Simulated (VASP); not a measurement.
The system is As.

```xyz
2
Lattice="1.8808 1.0859 3.5141 -1.8808 1.0859 3.5141 0.0000 -2.1718 3.5141" Properties=species:S:1:pos:R:3 pbc="T T T"
As    0.0000    0.0000    2.3825
As    0.0000    0.0000    8.1597
```

Base run:

- Program: VASP 6.6.1
- Functional: RPBE
- Potentials or basis: VASP PAW PBE potentials, release 64 (As)
- Cutoff: 520 eV
- k mesh: 9 × 9 × 9
- Occupations: fermi-dirac, width 0.05 eV
- Spin: no spin polarisation

Its results: band gap on the k mesh zero (bands 5 and 6 overlap by 0.10 eV); pressure 5.7 GPa; largest force 0.516 eV/Å.

Task: The run is repeated on the same cell with these changes: functional from RPBE to revPBE. What comes out?

Result: Band gap on the k mesh zero (bands 5 and 6 overlap by 0.10 eV); pressure 5.2 GPa; largest force 0.509 eV/Å.

Caveats: the cell stands under pressure; the PAW data sets were made with another functional, which shifts forces and pressure a little.
